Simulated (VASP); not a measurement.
Runs of VASP 6.6.1 on TaC. The structure is that of space group Fm-3m (No. 225), or close to it. The cells are those of the table. 

| task | cell | cutoff (eV) | gap on the mesh (eV) | pressure (GPa) |
| --- | --- | --- | --- | --- |
| single point | a = 3.144 Å, angles 60.0°, 2 atoms | 600 | none | (a) |
| single point | a = 2.918 Å, angles 60.0°, 2 atoms | 600 | none | 132.6 |
| single point | a = 2.978 Å, angles 60.0°, 2 atoms | 600 | none | (b) |
| electric field gradients | a = 2.978 Å, angles 60.0°, 2 atoms | 520 | none | 88.1 |
| electric field gradients | a = 2.856 Å, angles 60.0°, 2 atoms | 520 | none | (c) |
| electric field gradients | a = 2.918 Å, angles 60.0°, 2 atoms | 520 | none | 132.7 |
| single point | a = 2.856 Å, angles 60.0°, 2 atoms | 600 | none | 191.3 |
| electric field gradients | a = 3.144 Å, angles 60.0°, 2 atoms | 520 | none | 7.5 |

Alike in all rows: level PBE; potentials or basis VASP PAW PBE potentials, release 64 (Ta_pv, C); no spin polarisation; k mesh 14 × 14 × 14; smearing fermi-dirac 0.05 eV.

Question: Fill in the values left out.

Answer: (a) 7.4; (b) 88.0; (c) 191.5.

Caveats: spin-orbit coupling is left out, which moves the levels of the heavy elements.

A k mesh can miss the band edges, and the runs leave out spin-orbit coupling on Ta.

A gap of «none» marks levels without a gap at the run's occupations.
